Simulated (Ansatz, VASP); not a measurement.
Two plane-wave programs on Ni

File INCAR:

```
SYSTEM = Ni
ALGO = Normal ; EDIFF = 1E-6
EDIFFG = -0.01 ; ENCUT = 600
GGA = RE ; IBRION = 2
ISIF = 3 ; ISMEAR = -1
ISPIN = 2 ; LASPH = .True.
LCHARG = .False. ; LMAXMIX = 4
LORBIT = 11 ; LREAL = .False.
LWAVE = .False. ; MAGMOM = 0.8 -0.8
NELM = 150 ; NSW = 80
PREC = Accurate ; SIGMA = 0.05
```

The input KPOINTS:

```
k-points
0
Gamma
  11 11 11
  0 0 0
```

POSCAR

```
Ni
1.0
    2.7969054095      0.0000000000      0.0000000000
    0.0000000000      2.7969054095      0.0000000000
    0.0000000000      0.0000000000      2.7969054095
Ni
2
Direct
    0.0000000000      0.0000000000      0.0000000000
    0.5000000000      0.5000000000      0.5000000000
```

Input for Ansatz:

```yaml
crystal:
  lattice:
    - [2.7969054095, 0.0, 0.0]
    - [0.0, 2.7969054095, 0.0]
    - [0.0, 0.0, 2.7969054095]
  atoms:
    - { symbol: Ni, position: [0.0, 0.0, 0.0], spin: 0.8 }
    - { symbol: Ni, position: [0.5, 0.5, 0.5], spin: -0.8 }
hamiltonian:
  xc: revpbe
  pseudopotentials:
    kind: paw
    azcp:
      Ni: "pseudopotentials/Ni.paw.azcp"
basis:
  ecutwfc: 420
  fft_grid_basis: typed
kpoints:
  mp_grid: { grid: [11, 11, 11], shift: [0, 0, 0] }
magnetization:
  spin_polarized: true
scf:
  occupations: { method: fermi_dirac, width: 0.05 }
relax:
  max_steps: 60
  f_tol: 0.01
  cell: {}
output:
  write_density: true
  write_potential: true
  elf: true
  volumetric_format: npy
```

Alike in both runs: task relaxation of cell and atoms; functional revPBE; k mesh 11 × 11 × 11; occupations fermi-dirac, width 0.05 eV; collinear spin.

```csv
,VASP,Ansatz
version,VASP 6.6.1,Ansatz 0.2.0
potentials or method,"VASP PAW PBE potentials, release 64 (Ni), cutoff 600 eV","plane waves (420 eV) with PAW, scalar-relativistic"
valence electrons in the cell,20,36
```

```csv
,VASP,Ansatz,Ansatz less VASP
net moment per atom (μB),0.00,0.00,0.000
relaxed volume (Å³/atom),11.12,11.11,-0.009
relaxed cell length with the largest relative difference (Å),2.812,2.812,-0.0008
```

VASP's potentials were made for PBE, not for revPBE. VASP's potentials hold 20 valence electrons a cell and Ansatz's 36, so a difference there can come from the potentials and not from the codes. Ansatz's warnings: seeded moment not kept.
